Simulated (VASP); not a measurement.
# MgTe (P6_3mc) in VASP: notebook

MgTe is run at these levels: PBE; tasks: single point.

All numbers are computed with VASP 6.6.1; they aren't measurements. Logs are shortened: lines on timing, memory, paths and dates and some standing lists are left out, and cuts for length are marked.

## (1) The cell of the first run

It takes space group P6_3mc (No. 186, hexagonal). The conventional cell has a = 4.630 Å, b = 4.630 Å, c = 7.449 Å, α = 90.00°, β = 90.00°, γ = 120.00°. Mg (site symmetry 3m) has 4 Te at 2.81 to 2.82 Å within 3.7 Å. Te (site symmetry 3m) has 4 Mg at 2.81 to 2.82 Å within 3.7 Å.

## (2) Single point, PBE

Contents of INCAR:

```
SYSTEM = MgTe
PREC = Accurate
ENCUT = 600
EDIFF = 1E-6
ISMEAR = -1
SIGMA = 0.01
LREAL = .FALSE.
LASPH = .TRUE.
NELM = 120
ALGO = Normal
ISIF = 2
LWAVE = .FALSE.
LCHARG = .FALSE.
GGA = PE
NBANDS = 16
GGA_COMPAT = .FALSE.
```

Contents of KPOINTS:

```
Automatic mesh
0
G
  4 4 2
  0 0 0
```

Contents of POSCAR:

```
MgTe
1.0
    4.6295932833      0.0000000000      0.0000000000
   -2.3147966417      4.0093455717      0.0000000000
    0.0000000000      0.0000000000      7.4493246313
Mg Te
2 2
Direct
    0.3333333333      0.6666666667      0.0037036300
    0.6666666667      0.3333333333      0.5037036300
    0.3333333333      0.6666666667      0.3812954084
    0.6666666667      0.3333333333      0.8812954084
```

Potentials or basis: VASP PAW PBE potentials, release 64 (Mg, Te).

Run with:

```sh
cat potpaw_PBE.64/Mg/POTCAR potpaw_PBE.64/Te/POTCAR > POTCAR
mpirun -np 1 vasp_std > vasp.out
```

OUTCAR:

```text
SYSTEM = MgTe
   PREC = Accurate
   ENCUT = 600
   EDIFF = 1E-6
   ISMEAR = -1
   LREAL = .FALSE.
   LASPH = .TRUE.
   NELM = 120
   ISIF = 2
   GGA = PE

 ion  position               nearest neighbor table
   1  0.333  0.667  0.004-   3 2.81   4 2.82   4 2.82   4 2.82
   2  0.667  0.333  0.504-   4 2.81   3 2.82   3 2.82   3 2.82
   3  0.333  0.667  0.381-   1 2.81   2 2.82   2 2.82   2 2.82
   4  0.667  0.333  0.881-   2 2.81   1 2.82   1 2.82   1 2.82

  LATTYP: Found a hexagonal cell.
 ALAT       =     4.6295932833
 C/A-ratio  =     1.6090667528

  Lattice vectors:

 A1 = (   4.6295932833,   0.0000000000,   0.0000000000)
 A2 = (  -2.3147966417,   4.0093455717,   0.0000000000)
 A3 = (   0.0000000000,   0.0000000000,   7.4493246313)

Analysis of symmetry for initial positions (statically):
=====================================================================
 Subroutine PRICEL returns:
 Original cell was already a primitive cell.

 Routine SETGRP: Setting up the symmetry group for a
 hexagonal supercell.

 Subroutine GETGRP returns: Found 12 space group operations
 (whereof  6 operations were pure point group operations)
 out of a pool of 24 trial point group operations.

The static configuration has the point symmetry C_3v.
 The point group associated with its full space group is C_6v.

Analysis of symmetry for dynamics (positions and initial velocities):
=====================================================================
 Subroutine PRICEL returns:
 Original cell was already a primitive cell.

 Routine SETGRP: Setting up the symmetry group for a
 hexagonal supercell.

 Subroutine GETGRP returns: Found 12 space group operations
 (whereof  6 operations were pure point group operations)
 out of a pool of 24 trial point group operations.

The dynamic configuration has the point symmetry C_3v.
 The point group associated with its full space group is C_6v.

 Subroutine INISYM returns: Found 12 space group operations
 (whereof  6 operations are pure point group operations),
 and found     1 'primitive' translations

----------------------------------------------------------------------------------------

                                     Primitive cell

  volume of cell :     138.2717

  direct lattice vectors                    reciprocal lattice vectors
     4.629593283  0.000000000  0.000000000     0.216001696  0.124708632  0.000000000
    -2.314796642  4.009345572  0.000000000     0.000000000  0.249417263  0.000000000
     0.000000000  0.000000000  7.449324631     0.000000000  0.000000000  0.134240357

  length of vectors
[... 72 lines left out ...]
   NSW    =      0    number of steps for IOM
   IBRION =     -1    ionic relax: 0-MD 1-quasi-New 2-CG
   NFREE  =      0    steps in history (QN), initial steepest desc. (CG)
   ISIF   =      2    stress and relaxation
   ISYM   =      2    0-nonsym 1-usesym 2-fastsym
   POTIM  = 0.5000    time-step for ionic-motion
   TEBEG  =    0.0;   TEEND  =   0.0 temperature during run
   PSTRESS=    0.0 pullay stress
   NELECT =      16.0000    total number of electrons
   NUPDOWN=      -1.0000    fix difference up-down
   EMIN   =  10.00;   EMAX   =-10.00  energy-range for DOS
   EFERMI =   0.00;   METHOD = LEGACY
   ISMEAR =    -1;   SIGMA  =   0.01  broadening in eV -4-tet -1-fermi 0-gaus
   EFERMI_NEDOS =   21; number of points for ismear=-14 and -15
   IALGO  =     38    algorithm
   IMIX   =      4    mixing-type and parameters
     AMIX     =   0.40;   BMIX     =  1.00
     AMIX_MAG =   1.60;   BMIX_MAG =  1.00
  volume/ion in A,a.u.               =      34.57       233.28
  Fermi-wavevector in a.u.,A,eV,Ry     =   0.797757  1.507541  8.658960  0.636416
  Thomas-Fermi vector in A             =   1.904536
   LORBIT       =      0    0 simple, 1 ext, 2 COOP (PROOUT), +10 PAW based schemes
   GGA     = PE    functional components
   LHFCALC =     F    Hartree Fock is set to
   AEXX    =    0.0000 exact exchange contribution
   IVDW    =     0    specifies the selected vdW correction
   LEPSILON=     F    determine dielectric tensor
   LRPA    =     F    only Hartree local field effects (RPA)
 non-spin polarized calculation
  energy-cutoff  :      600.00
  volume of cell :      138.27
 maximum number of plane-waves:      4642
 NGX is ok and might be reduce to    40
   NGX = 19   NGY = 19   NGZ = 29

 number of electron      15.9999999 magnetization

 Free energy of the ion-electron system (eV)
  ---------------------------------------------------
  ext. energy  EPLUGINS =         0.00000000
  ---------------------------------------------------
  free energy    TOTEN  =       -12.78331606 eV

  energy without entropy =      -12.78331606  energy(sigma->0) =      -12.78331606

 E-fermi :   2.0002     XC(G=0):  -7.7424

 val. band max:        1.7710604468   @ k =   0.0000   0.0000   0.0000
 cond. band min:       4.0912158025   @ k =   0.0000   0.0000   0.0000
 fundamental gap:      2.3201553557
 Fermi energy:         2.0001915826

 k-point     1 :       0.0000    0.0000    0.0000
  band No.  band energies     occupation
      1      -8.3897      2.00000
      2      -7.8049      2.00000
      3      -1.4042      2.00000
      4       1.2294      2.00000
      5       1.2294      2.00000
      6       1.7161      2.00000
[... 129 lines left out ...]
      3      -1.1127      2.00000
      4      -1.1127      2.00000
      5       0.2179      2.00000
      6       0.2179      2.00000
[... 8 lines left out ...]
     15       8.3021      0.00000
     16       8.3021      0.00000

------------------------ aborting loop because EDIFF is reached ----------------------------------------

  FORCE on cell =-STRESS in cart. coord.  units (eV):
  Direction    XX          YY          ZZ          XY          YZ          ZX
  --------------------------------------------------------------------------------------
  -------------------------------------------------------------------------------------
  Total       -0.1496429     -0.1496429      0.1629563      0.0000000      0.0000000      0.0000000
  in kB       -1.7339377     -1.7339379      1.8882020      0.0000000      0.0000000      0.0000000
  external PRESSURE =      -0.5265579 kB  Pullay stress =       0.0000000 kB

 VOLUME and BASIS-vectors are now :
 -----------------------------------------------------------------------------
  energy-cutoff  :      600.00
  volume of cell :      138.27
      direct lattice vectors                 reciprocal lattice vectors
     4.629593283  0.000000000  0.000000000     0.216001696  0.124708632  0.000000000
    -2.314796642  4.009345572  0.000000000     0.000000000  0.249417263  0.000000000
     0.000000000  0.000000000  7.449324631     0.000000000  0.000000000  0.134240357

 POSITION                                       TOTAL-FORCE (eV/Angst)
 -----------------------------------------------------------------------------------
     -0.00000      2.67290      0.02759         0.000000      0.000000     -0.028014
      2.31480      1.33645      3.75225         0.000000      0.000000     -0.028014
     -0.00000      2.67290      2.84039         0.000000     -0.000000      0.028014
      2.31480      1.33645      6.56506        -0.000000     -0.000000      0.028014
 -----------------------------------------------------------------------------------
    total drift:                               -0.000000      0.000000     -0.000799

  FREE ENERGIE OF THE ION-ELECTRON SYSTEM (eV)
  ---------------------------------------------------
  free  energy   TOTEN  =       -12.7833160625 eV

  energy  without entropy=      -12.7833160625  energy(sigma->0) =      -12.78331606
```

Wall time 33 s (1 thread of Intel Xeon 8259CL, shared host); peak memory 0.3 GiB.

Results:

- Free energy: -12.7833 eV
- Pressure: -0.1 GPa
- Largest force: 0.028 eV/Å
- Band gap on the k mesh: 2.32 eV

Forces on the atoms (eV/Å):
```
Mg   0.000  0.000 -0.028
Mg   0.000  0.000 -0.028
Te   0.000  0.000  0.028
Te   0.000  0.000  0.028
```

Stress tensor (GPa, compression positive):
```
-0.17  0.00  0.00
 0.00 -0.17  0.00
 0.00  0.00  0.19
```

Caveat: the k points lie up to 0.42 Å⁻¹ apart; spin-orbit coupling is left out, which moves the levels of the heavy elements.

## (3) Single point, PBE

Contents of INCAR:

```
SYSTEM = MgTe
  ALGO = Normal
  EDIFF = 1E-6
  ENCUT = 600
  GGA = PE
  GGA_COMPAT = .False.
  ISIF = 2
  ISMEAR = -1
  LASPH = .True.
  LCHARG = .False.
  LREAL = .False.
  LWAVE = .False.
  NBANDS = 16
  NELM = 120
  PREC = Accurate
  SIGMA = 0.01
```

Contents of KPOINTS:

```
k-points
0
Gamma
  4 4 2
  0 0 0
```

Contents of POSCAR:

```
MgTe
1.0
    4.6276980427      0.0000000000      0.0000000000
   -2.3138490214      4.0077042451      0.0000000000
    0.0000000000      0.0000000000      7.4561484170
Mg Te
2 2
Direct
    0.3333333333      0.6666666667      0.0033406683
    0.6666666667      0.3333333333      0.5033406683
    0.3333333333      0.6666666667      0.3816580286
    0.6666666667      0.3333333333      0.8816580286
```

Potentials or basis: VASP PAW PBE potentials, release 64 (Mg, Te).

Run with:

```sh
cat potpaw_PBE.64/Mg/POTCAR potpaw_PBE.64/Te/POTCAR > POTCAR
mpirun -np 1 vasp_std > vasp.out
```

OUTCAR:

```text
SYSTEM = MgTe
   EDIFF = 1E-6
   ENCUT = 600
   GGA = PE
   ISIF = 2
   ISMEAR = -1
   LASPH = .True.
   LREAL = .False.
   NELM = 120
   PREC = Accurate

 ion  position               nearest neighbor table
   1  0.333  0.667  0.003-   3 2.82   4 2.82   4 2.82   4 2.82
   2  0.667  0.333  0.503-   4 2.82   3 2.82   3 2.82   3 2.82
   3  0.333  0.667  0.382-   1 2.82   2 2.82   2 2.82   2 2.82
   4  0.667  0.333  0.882-   2 2.82   1 2.82   1 2.82   1 2.82

  LATTYP: Found a hexagonal cell.
 ALAT       =     4.6276980427
 C/A-ratio  =     1.6112002875

  Lattice vectors:

 A1 = (   4.6276980427,   0.0000000000,   0.0000000000)
 A2 = (  -2.3138490214,   4.0077042451,   0.0000000000)
 A3 = (   0.0000000000,   0.0000000000,   7.4561484170)

Analysis of symmetry for initial positions (statically):
=====================================================================
 Subroutine PRICEL returns:
 Original cell was already a primitive cell.

 Routine SETGRP: Setting up the symmetry group for a
 hexagonal supercell.

 Subroutine GETGRP returns: Found 12 space group operations
 (whereof  6 operations were pure point group operations)
 out of a pool of 24 trial point group operations.
[... 156 lines left out ...]
 fundamental gap:      2.3142506767
 Fermi energy:         1.9983044949

 k-point     1 :       0.0000    0.0000    0.0000
  band No.  band energies     occupation
      1      -8.3900      2.00000
      2      -7.8081      2.00000
      3      -1.3979      2.00000
      4       1.2296      2.00000
      5       1.2296      2.00000
      6       1.7129      2.00000
[... 129 lines left out ...]
      3      -1.1131      2.00000
      4      -1.1131      2.00000
      5       0.2149      2.00000
      6       0.2149      2.00000
[... 8 lines left out ...]
     15       8.3015      0.00000
     16       8.3015      0.00000

------------------------ aborting loop because EDIFF is reached ----------------------------------------

  FORCE on cell =-STRESS in cart. coord.  units (eV):
  Direction    XX          YY          ZZ          XY          YZ          ZX
  --------------------------------------------------------------------------------------
  -------------------------------------------------------------------------------------
  Total       -0.1013037     -0.1013037      0.0493721      0.0000000      0.0000000     -0.0000000
  in kB       -1.1737093     -1.1737094      0.5720278      0.0000000      0.0000000     -0.0000000
  external PRESSURE =      -0.5917970 kB  Pullay stress =       0.0000000 kB

 VOLUME and BASIS-vectors are now :
 -----------------------------------------------------------------------------
  energy-cutoff  :      600.00
  volume of cell :      138.29
      direct lattice vectors                 reciprocal lattice vectors
     4.627698043  0.000000000  0.000000000     0.216090158  0.124759705  0.000000000
    -2.313849021  4.007704245  0.000000000     0.000000000  0.249519410  0.000000000
     0.000000000  0.000000000  7.456148417     0.000000000  0.000000000  0.134117502

 POSITION                                       TOTAL-FORCE (eV/Angst)
 -----------------------------------------------------------------------------------
     -0.00000      2.67180      0.02491        -0.000000      0.000000      0.000235
      2.31385      1.33590      3.75298         0.000000     -0.000000      0.000235
     -0.00000      2.67180      2.84570         0.000000      0.000000     -0.000235
      2.31385      1.33590      6.57377         0.000000      0.000000     -0.000235
 -----------------------------------------------------------------------------------
    total drift:                               -0.000000      0.000000     -0.000814

  FREE ENERGIE OF THE ION-ELECTRON SYSTEM (eV)
  ---------------------------------------------------
  free  energy   TOTEN  =       -12.7836662954 eV

  energy  without entropy=      -12.7836662954  energy(sigma->0) =      -12.78366630
```

Wall time 32 s (1 thread of Intel Xeon 8259CL, shared host); peak memory 0.3 GiB.

Results:

| Quantity | Value |
| --- | --- |
| Free energy | -12.7837 eV |
| Pressure | -0.1 GPa |
| Band gap on the k mesh | 2.31 eV |

Stress tensor (GPa, compression positive):
```
-0.12  0.00  0.00
 0.00 -0.12  0.00
 0.00  0.00  0.06
```

Levels at points of the mesh, in eV from the valence-band top:
```
           k point  band 4  band 5  band 6  band 7  band 8  band 9  band 10  band 11  band 12  band 13
(0.00, 0.00, 0.00)   -0.55   -0.55   -0.06   -0.06    0.00    2.31     2.82     5.17     5.17     5.63
(0.50, 0.00, 0.00)   -2.57   -1.93   -1.25   -0.99   -0.47    3.10     3.79     4.26     5.43     6.57
(0.00, 0.00, 0.50)   -1.96   -0.32   -0.32   -0.32   -0.32    3.30     3.30     5.42     5.42     5.42
(0.50, 0.00, 0.50)   -3.11   -0.90   -0.90   -0.87   -0.87    3.18     3.18     4.22     4.22     6.96
```

Caveat: the k points lie up to 0.42 Å⁻¹ apart; spin-orbit coupling is left out, which moves the levels of the heavy elements.
